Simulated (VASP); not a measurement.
Here is a VASP 6.6.1 calculation.

File INCAR:

```
PREC = Accurate ; ENCUT = 520
EDIFF = 1E-6 ; ISMEAR = -1
SIGMA = 0.05 ; LREAL = False
LASPH = True ; NELM = 100
ALGO = Normal ; ISIF = 2
LWAVE = False ; LCHARG = False
GGA = PE ; IVDW = 12
NBANDS = 28
```

Contents of KPOINTS:

```
Automatic mesh
0
Gamma
  7 7 7
```

File POSCAR:

```
BaTiO3
1.0
    4.0782473671      0.0000000000      0.0000000000
    0.0000000000      4.0782473671      0.0000000000
    0.0000000000      0.0000000000      4.0968043205
Ba Ti O
1 1 3
Direct
    0.0000000000      0.0000000000      0.0000000000
    0.5000000000      0.5000000000      0.4900000000
    0.0000000000      0.5000000000      0.5170000000
    0.5000000000      0.0000000000      0.5170000000
    0.5000000000      0.5000000000      0.0190000000
```

Potentials or basis: VASP PAW PBE potentials, release 64 (Ba_sv, Ti_sv, O).

Command:

```bash
$ cat potpaw_PBE.64/Ba_sv/POTCAR potpaw_PBE.64/Ti_sv/POTCAR potpaw_PBE.64/O/POTCAR > POTCAR
$ mpirun -np 1 vasp_std > vasp.out
```

Task: Predict the largest force.

Result: 0.611 eV/Å.

Task: What does it give for the pressure?

Result: -7.9 GPa.

Forces in eV/Å, atoms in the order of the input:
```
Ba   0.000  0.000  0.023
Ti   0.000  0.000 -0.377
O    0.000  0.000 -0.128
O    0.000  0.000 -0.128
O    0.000  0.000  0.611
```
